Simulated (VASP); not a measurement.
# C (I4_1/amd) in VASP: a series of runs, part 2 of 2

VASP 6.6.1.

### 4 Single point, PBE (strain +0.000 along x and y, +0.015 along z)

Input file INCAR:

```
SYSTEM = C
PREC     = Accurate       ! precision mode
ENCUT    = 520            ! plane-wave cutoff, eV
EDIFF    = 1E-7           ! SCF threshold, eV
ISMEAR   = 0              ! smearing method
SIGMA    = 0.05           ! smearing width, eV
LREAL    = .FALSE.        ! projectors in reciprocal space
LASPH    = .TRUE.         ! aspherical terms in the spheres
NELM     = 60             ! most SCF steps
ALGO     = Normal         ! electronic algorithm
ISIF     = 2              ! what is computed and relaxed
LWAVE    = .FALSE.        ! write WAVECAR
LCHARG   = .FALSE.        ! write CHGCAR
GGA      = PE             ! functional
NBANDS   = 11             ! bands
```

Input file KPOINTS:

```
Automatic mesh
0
G
  12 12 12
  0 0 0
```

Input file POSCAR:

```
C
1.0
    0.0000000000      1.7834000000      1.8101510000
    1.7834000000      0.0000000000      1.8101510000
    1.7834000000      1.7834000000      0.0000000000
C
2
Direct
    0.5000000000      0.5000000000      0.5000000000
    0.7500000000      0.7500000000      0.7500000000
```

Potentials or basis: VASP PAW PBE potentials, release 64 (C).

Launch:

```sh
> cat potpaw_PBE.64/C/POTCAR > POTCAR
> mpirun -np 1 vasp_std > vasp.out
```

OUTCAR:

```text
SYSTEM = C
   PREC = Accurate
   ENCUT = 520
   EDIFF = 1E-7
   ISMEAR = 0
   LREAL = .FALSE.
   LASPH = .TRUE.
   NELM = 60
   ISIF = 2
   GGA = PE

 ion  position               nearest neighbor table
   1  0.500  0.500  0.500-   2 1.55   2 1.55   2 1.55   2 1.55
   2  0.750  0.750  0.750-   1 1.55   1 1.55   1 1.55   1 1.55

  LATTYP: Found a body centered tetragonal cell.
 ALAT       =     2.5221084671
 C/A-ratio  =     1.4354267658

  Lattice vectors:

 A1 = (  -1.7834000000,   0.0000000000,   1.8101510000)
 A2 = (   1.7834000000,   0.0000000000,   1.8101510000)
 A3 = (   0.0000000000,   1.7834000000,  -1.8101510000)

Analysis of symmetry for initial positions (statically):
=====================================================================
 Subroutine PRICEL returns:
 Original cell was already a primitive cell.

 Routine SETGRP: Setting up the symmetry group for a
 body centered tetragonal supercell.

 Subroutine GETGRP returns: Found 16 space group operations
 (whereof  8 operations were pure point group operations)
 out of a pool of 16 trial point group operations.

The static configuration has the point symmetry D_2d.
[... 167 lines left out ...]
 fundamental gap:      3.9323045997
 Fermi energy:         9.8763799395

 k-point     1 :       0.0000    0.0000    0.0000
  band No.  band energies     occupation
      1     -11.7621      2.00000
      2       9.3648      2.00000
      3       9.5906      2.00000
      4       9.5906      2.00000
      5      15.0052      0.00000
      6      15.0052      0.00000
      7      15.1884      0.00000
      8      22.5025      0.00000
      9      28.6216      0.00000
     10      35.4706      0.00000
     11      36.2740      0.00000
[... 309 lines left out ...]
 k-point    24 :      -0.4167    0.1667    0.0000
  band No.  band energies     occupation
      1      -5.6426      2.00000
      2      -2.9015      2.00000
      3       3.9522      2.00000
      4       6.1226      2.00000
      5      17.1864      0.00000
      6      19.6713      0.00000
      7      20.3839      0.00000
      8      24.8230      0.00000
      9      28.8770      0.00000
     10      33.5604      0.00000
     11      33.7760      0.00000

 [... further k-points ...]
[... 5 lines left out ...]
  --------------------------------------------------------------------------------------
  -------------------------------------------------------------------------------------
  Total        0.0452430      0.0452430     -0.9490955      0.0000000     -0.0000000      0.0000000
  in kB        6.2953505      6.2953505   -132.0620852      0.0000000     -0.0000000      0.0000000
  external PRESSURE =     -39.8237947 kB  Pullay stress =       0.0000000 kB

 VOLUME and BASIS-vectors are now :
 -----------------------------------------------------------------------------
  energy-cutoff  :      520.00
  volume of cell :       11.51
      direct lattice vectors                 reciprocal lattice vectors
     0.000000000  1.783400000  1.810151000    -0.280363351  0.280363351  0.276220050
     1.783400000  0.000000000  1.810151000     0.280363351 -0.280363351  0.276220050
     1.783400000  1.783400000  0.000000000     0.280363351  0.280363351 -0.276220050

 POSITION                                       TOTAL-FORCE (eV/Angst)
 -----------------------------------------------------------------------------------
      1.78340      1.78340      1.81015        -0.000000     -0.000000     -0.000000
      2.67510      2.67510      2.71523         0.000000      0.000000      0.000000
 -----------------------------------------------------------------------------------
    total drift:                                0.000000     -0.000000      0.000000

  FREE ENERGIE OF THE ION-ELECTRON SYSTEM (eV)
  ---------------------------------------------------
  free  energy   TOTEN  =       -18.1797319830 eV

  energy  without entropy=      -18.1797319830  energy(sigma->0) =      -18.17973198
```

Wall time 11 s (1 thread of AMD EPYC 9R45 (Zen 5), shared host); peak memory 0.1 GiB.

Results:

```yaml
Free_energy: -18.1797 eV
Pressure: -4.0 GPa
Band_gap_on_the_k_mesh: 3.93 eV, indirect (least direct gap 5.41 eV)
```

Caveat: the cell differs from its parent crystal (strain +0.000 along x and y, +0.015 along z).

### 5 The runs side by side

```csv
cell,gap on the mesh (eV),pressure (GPa)
"a = 2.522, b = 2.522, c = 2.484 Å, angles 60.5, 60.5, 59.0°, 2 atoms",3.80,9.4
"a = 2.542, b = 2.542, c = 2.484 Å, angles 60.7, 60.7, 58.5°, 2 atoms",3.59,2.8
"a = 2.541, b = 2.541, c = 2.522 Å, angles 60.2, 60.2, 59.5°, 2 atoms",3.93,-4.0
```

Alike in all rows: task single point; level PBE; potentials or basis VASP PAW PBE potentials, release 64 (C); no spin polarisation; k mesh 12 × 12 × 12; cutoff (eV) 520; smearing gaussian 0.05 eV.

Absolute energies hang on the potentials; compare differences alone.
